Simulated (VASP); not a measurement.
# Ir (Fm-3m) in VASP: single point with PBE

Aim: the single point of Ir with PBE.

All numbers are computed with VASP 6.6.1; they aren't measurements. Logs are shortened: lines on timing, memory, paths and dates and some standing lists are left out, and cuts for length are marked.

## 1. The cell of the first run

Symmetry: Fm-3m, No. 225, cubic system. The conventional cell has a = 3.872 Å, b = 3.872 Å, c = 3.872 Å, α = 90.00°, β = 90.00°, γ = 90.00°. Within 3.6 Å of Ir (site symmetry m-3m) lie 12 Ir at 2.74 Å.

## 2. Single point, PBE

INCAR

```
  PREC = Accurate
  ENCUT = 500
  EDIFF = 1E-6
  ISMEAR = -1
  SIGMA = 0.1
  LREAL = False
  LASPH = True
  NELM = 120
  ALGO = Normal
  ISIF = 2
  LWAVE = False
  LCHARG = False
  GGA = PE
  NBANDS = 10
  GGA_COMPAT = False
```

KPOINTS

```
Automatic mesh
0
Gamma
  4 4 4
```

POSCAR

```
Ir
1.0
   -1.9362379667      0.0000000000      1.9362379667
    0.0000000000      1.9362379667      1.9362379667
   -1.9362379667      1.9362379667      0.0000000000
Ir
1
Direct
    0.0000000000      0.0000000000      0.0000000000
```

Potentials or basis: VASP PAW PBE potentials, release 64 (Ir).

On the command line:

```
> cat potpaw_PBE.64/Ir/POTCAR > POTCAR
> mpirun -np 1 vasp_std > vasp.out
```

OUTCAR:

```text
PREC = Accurate
   ENCUT = 500
   EDIFF = 1E-6
   ISMEAR = -1
   LREAL = False
   LASPH = True
   NELM = 120
   ISIF = 2
   GGA = PE

 ion  position               nearest neighbor table
   1  0.000  0.000  0.000-

  LATTYP: Found a face centered cubic cell.
 ALAT       =     3.8724759334

  Lattice vectors:

 A1 = (  -1.9362379667,   0.0000000000,   1.9362379667)
 A2 = (   0.0000000000,   1.9362379667,   1.9362379667)
 A3 = (  -1.9362379667,   1.9362379667,   0.0000000000)

Analysis of symmetry for initial positions (statically):
=====================================================================
 Subroutine PRICEL returns:
 Original cell was already a primitive cell.

 Routine SETGRP: Setting up the symmetry group for a
 face centered cubic supercell.

 Subroutine GETGRP returns: Found 48 space group operations
 (whereof 48 operations were pure point group operations)
 out of a pool of 48 trial point group operations.

The static configuration has the point symmetry O_h .

Analysis of symmetry for dynamics (positions and initial velocities):
=====================================================================
 Subroutine PRICEL returns:
 Original cell was already a primitive cell.

 Routine SETGRP: Setting up the symmetry group for a
 face centered cubic supercell.

 Subroutine GETGRP returns: Found 48 space group operations
 (whereof 48 operations were pure point group operations)
 out of a pool of 48 trial point group operations.

The dynamic configuration has the point symmetry O_h .

 Subroutine INISYM returns: Found 48 space group operations
 (whereof 48 operations are pure point group operations),
 and found     1 'primitive' translations

----------------------------------------------------------------------------------------

                                     Primitive cell

  volume of cell :      14.5180

  direct lattice vectors                    reciprocal lattice vectors
    -1.936237967  0.000000000  1.936237967    -0.258232722 -0.258232722  0.258232722
     0.000000000  1.936237967  1.936237967     0.258232722  0.258232722  0.258232722
    -1.936237967  1.936237967  0.000000000    -0.258232722  0.258232722 -0.258232722

  length of vectors
     2.738253992  2.738253992  2.738253992     0.447272194  0.447272194  0.447272194

  position of ions in fractional coordinates (direct lattice)
     0.000000000  0.000000000  0.000000000

  ion indices of the primitive-cell ions
   primitive index   ion index
                 1           1

----------------------------------------------------------------------------------------

 KPOINTS: Automatic mesh

Automatic generation of k-mesh.
 Grid dimensions read from file:
 generate k-points for:    4    4    4

 Generating k-lattice:

  Cartesian coordinates                     Fractional coordinates (reciprocal lattice)
    -0.064558180 -0.064558180  0.064558180     0.250000000  0.000000000  0.000000000
     0.064558180  0.064558180  0.064558180     0.000000000  0.250000000  0.000000000
    -0.064558180  0.064558180 -0.064558180     0.000000000  0.000000000  0.250000000

  Length of vectors
     0.111818049  0.111818049  0.111818049

  Shift w.r.t. Gamma in fractional coordinates (k-lattice)
     0.000000000  0.000000000  0.000000000

 Subroutine IBZKPT returns following result:
 ===========================================

 Found      8 irreducible k-points:

 Following reciprocal coordinates:
            Coordinates               Weight
  0.000000  0.000000  0.000000      1.000000
  0.250000  0.000000  0.000000      8.000000
  0.500000  0.000000  0.000000      4.000000
  0.250000  0.250000  0.000000      6.000000
  0.500000  0.250000  0.000000     24.000000
 -0.250000  0.250000  0.000000     12.000000
  0.500000  0.500000  0.000000      3.000000
 -0.250000  0.500000  0.250000      6.000000
   k-points           NKPTS =      8   k-points in BZ     NKDIM =      8   number of bands    NBANDS=     10
   number of dos      NEDOS =    301   number of ions     NIONS =      1
   total plane-waves  NPLWV =   8000
   dimension x,y,z NGX =    20 NGY =   20 NGZ =   20
   dimension x,y,z NGXF=    40 NGYF=   40 NGZF=   40
   ions per type =               1
   NGX,Y,Z   is equivalent  to a cutoff of  12.14, 12.14, 12.14 a.u.
   NGXF,Y,Z  is equivalent  to a cutoff of  24.28, 24.28, 24.28 a.u.
 SYSTEM =  unknown system
   PREC   = accura    normal or accurate (medium, high low for compatibility)
   ISTART =      0    job   : 0-new  1-cont  2-samecut
   ICHARG =      2    charge: 1-file 2-atom 10-const
   ISPIN  =      1    spin polarized calculation?
   LNONCOLLINEAR =      F non collinear calculations
   LSORBIT =      F    spin-orbit coupling
   LASPH  =      T    aspherical Exc in radial PAW
   ENCUT  =  500.0 eV  36.75 Ry    6.06 a.u.   4.99  4.99  4.99*2*pi/ulx,y,z
   NELM   =    120;   NELMIN=  2; NELMDL= -5     # of ELM steps
   EDIFF  = 0.1E-05   stopping-criterion for ELM
   LREAL  =      F    real-space projection
   EDIFFG = 0.1E-04   stopping-criterion for IOM
   NSW    =      0    number of steps for IOM
   IBRION =     -1    ionic relax: 0-MD 1-quasi-New 2-CG
   NFREE  =      0    steps in history (QN), initial steepest desc. (CG)
   ISIF   =      2    stress and relaxation
   ISYM   =      2    0-nonsym 1-usesym 2-fastsym
   POTIM  = 0.5000    time-step for ionic-motion
   TEBEG  =    0.0;   TEEND  =   0.0 temperature during run
   PSTRESS=    0.0 pullay stress
   NELECT =       9.0000    total number of electrons
   NUPDOWN=      -1.0000    fix difference up-down
   EMIN   =  10.00;   EMAX   =-10.00  energy-range for DOS
   EFERMI =   0.00;   METHOD = LEGACY
   ISMEAR =    -1;   SIGMA  =   0.10  broadening in eV -4-tet -1-fermi 0-gaus
   EFERMI_NEDOS =   21; number of points for ismear=-14 and -15
   IALGO  =     38    algorithm
   IMIX   =      4    mixing-type and parameters
     AMIX     =   0.40;   BMIX     =  1.00
     AMIX_MAG =   1.60;   BMIX_MAG =  1.00
  volume/ion in A,a.u.               =      14.52        97.97
  Fermi-wavevector in a.u.,A,eV,Ry     =   1.395898  2.637864 26.511367  1.948530
  Thomas-Fermi vector in A             =   2.519305
   LORBIT       =      0    0 simple, 1 ext, 2 COOP (PROOUT), +10 PAW based schemes
   GGA     = PE    functional components
   LHFCALC =     F    Hartree Fock is set to
   AEXX    =    0.0000 exact exchange contribution
   IVDW    =     0    specifies the selected vdW correction
   LEPSILON=     F    determine dielectric tensor
   LRPA    =     F    only Hartree local field effects (RPA)
 non-spin polarized calculation
  energy-cutoff  :      500.00
  volume of cell :       14.52
 maximum number of plane-waves:       380
   NGX =  9   NGY =  9   NGZ =  9

 number of electron       9.0000000 magnetization

 Free energy of the ion-electron system (eV)
  ---------------------------------------------------
  ext. energy  EPLUGINS =         0.00000000
  ---------------------------------------------------
  free energy    TOTEN  =        -9.33203226 eV

  energy without entropy =       -9.31785547  energy(sigma->0) =       -9.32494387

 E-fermi :   9.6269     XC(G=0): -13.8374

 val. band max:        9.2630818526   @ k =   0.5000   0.0000   0.0000
 cond. band min:       9.6871054094   @ k =   0.2500   0.2500   0.0000
 fundamental gap:      0.4240235568
 Fermi energy:         9.6268559422

 k-point     1 :       0.0000    0.0000    0.0000
  band No.  band energies     occupation
      1      -0.8834      2.00000
      2       6.2059      2.00000
      3       6.2059      2.00000
      4       6.2059      2.00000
      5       8.7712      1.99962
      6       8.7712      1.99962
      7      24.3567      0.00000
      8      29.7657      0.00000
      9      29.7657      0.00000
     10      29.7657      0.00000

 k-point     2 :       0.2500    0.0000    0.0000
  band No.  band energies     occupation
      1       1.2814      2.00000
      2       5.7160      2.00000
      3       6.6306      2.00000
      4       6.6306      2.00000
      5       8.9551      1.99758
      6       8.9551      1.99758
      7      23.6240      0.00000
      8      26.6036      0.00000
      9      33.3448      0.00000
     10      33.3449      0.00000

 k-point     3 :       0.5000    0.0000    0.0000
  band No.  band energies     occupation
      1       2.1241      2.00000
      2       6.1039      2.00000
      3       6.1039      2.00000
      4       9.2631      1.94873
      5      10.7799      0.00002
      6      10.7799      0.00002
      7      16.9433      0.00000
      8      23.8782      0.00000
      9      29.5233      0.00000
     10      29.5233      0.00000

 k-point     4 :       0.2500    0.2500    0.0000
  band No.  band energies     occupation
      1       2.0294      2.00000
      2       4.3176      2.00000
      3       7.0163      2.00000
      4       8.1330      2.00000
      5       8.1330      2.00000
      6       9.6871      0.70755
      7      27.7256      0.00000
      8      27.8040      0.00000
      9      27.8040      0.00000
     10      29.3705      0.00000

 k-point     5 :       0.5000    0.2500    0.0000
  band No.  band energies     occupation
      1       3.2979      2.00000
      2       4.5856      2.00000
      3       6.3960      2.00000
      4       8.0428      2.00000
      5      10.9388      0.00000
      6      13.7135      0.00000
      7      17.9747      0.00000
      8      24.8675      0.00000
      9      26.1632      0.00000
     10      29.4257      0.00000

 k-point     6 :      -0.2500    0.2500    0.0000
  band No.  band energies     occupation
      1       3.7997      2.00000
      2       5.1659      2.00000
      3       5.5586      2.00000
      4       7.5980      2.00000
      5       8.6246      1.99991
      6      12.6864      0.00000
      7      21.3773      0.00000
      8      24.0009      0.00000
      9      27.8075      0.00000
     10      32.3318      0.00000

 k-point     7 :       0.5000    0.5000    0.0000
  band No.  band energies     occupation
      1       2.3237      2.00000
      2       2.8886      2.00000
      3      10.7410      0.00003
      4      11.3366      0.00000
      5      11.3366      0.00000
      6      11.6664      0.00000
      7      20.0984      0.00000
      8      21.5416      0.00000
      9      21.5416      0.00000
     10      30.8182      0.00000

 k-point     8 :      -0.2500    0.5000    0.2500
  band No.  band energies     occupation
      1       3.9202      2.00000
      2       5.2542      2.00000
      3       5.2542      2.00000
      4       8.2122      2.00000
      5      11.3417      0.00000
      6      17.9259      0.00000
      7      18.8350      0.00000
      8      18.8350      0.00000
      9      22.9478      0.00000
     10      35.2371      0.00000

------------------------ aborting loop because EDIFF is reached ----------------------------------------

  FORCE on cell =-STRESS in cart. coord.  units (eV):
  Direction    XX          YY          ZZ          XY          YZ          ZX
  --------------------------------------------------------------------------------------
  -------------------------------------------------------------------------------------
  Total       -0.8369054     -0.8369054     -0.8369054     -0.0000000      0.0000000      0.0000000
  in kB      -92.3593306    -92.3593306    -92.3593306     -0.0000000      0.0000000      0.0000000
  external PRESSURE =     -92.3593306 kB  Pullay stress =       0.0000000 kB

 VOLUME and BASIS-vectors are now :
 -----------------------------------------------------------------------------
  energy-cutoff  :      500.00
  volume of cell :       14.52
      direct lattice vectors                 reciprocal lattice vectors
    -1.936237967  0.000000000  1.936237967    -0.258232722 -0.258232722  0.258232722
     0.000000000  1.936237967  1.936237967     0.258232722  0.258232722  0.258232722
    -1.936237967  1.936237967  0.000000000    -0.258232722  0.258232722 -0.258232722

 POSITION                                       TOTAL-FORCE (eV/Angst)
 -----------------------------------------------------------------------------------
      0.00000      0.00000      0.00000         0.000000      0.000000      0.000000
 -----------------------------------------------------------------------------------
    total drift:                               -0.000000      0.000000      0.000000

  FREE ENERGIE OF THE ION-ELECTRON SYSTEM (eV)
  ---------------------------------------------------
  free  energy   TOTEN  =        -9.3320322644 eV

  energy  without entropy=       -9.3178554705  energy(sigma->0) =       -9.32494387
```

It took 2.1 s on 1 thread of Intel Xeon 6975P-C (Granite Rapids), shared host; peak memory 0.11 GiB.

Results:

| Quantity | Value |
| --- | --- |
| Free energy | -9.3320 eV |
| Pressure | -9.2 GPa |

Caveat: the k points lie up to 0.70 Å⁻¹ apart; spin-orbit coupling is left out, which moves the levels of the heavy elements.
